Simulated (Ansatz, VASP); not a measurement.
**One calculation of ScPd, two programs**

```xyz
2
Lattice="3.2830 0.0000 0.0000 0.0000 3.2830 0.0000 0.0000 0.0000 3.2830" Properties=species:S:1:pos:R:3 pbc="T T T"
Sc    1.6415    1.6415    1.6415
Pd    0.0000    0.0000    0.0000
```

Change from the starting cell: shortest bond scaled by 1, PAW files.

Alike in both runs: task electric field gradients; functional LDA; k mesh 9 × 9 × 9; occupations fermi-dirac, width 0.05 eV; no spin polarisation.

|  | VASP | Ansatz |
| --- | --- | --- |
| version | VASP 6.6.1 | Ansatz 0.2.0 |
| potentials or method | VASP PAW LDA potentials, release 64 (Sc_sv, Pd) | PAW with Ansatz's default frozen-core files, scalar-relativistic |
| plane-wave cutoff (eV) | 520 | 420 |
| valence electrons in the cell | 21 | 29 |

```tsv
	VASP	Ansatz	Ansatz less VASP
pressure (GPa)	-5.4	-5.9	-0.43
```

LDA's correlation is that of Perdew and Zunger in VASP and of Perdew and Wang (1992) in Ansatz. VASP's potentials hold 21 valence electrons a cell and Ansatz's 29, so a difference there can come from the potentials and not from the codes.
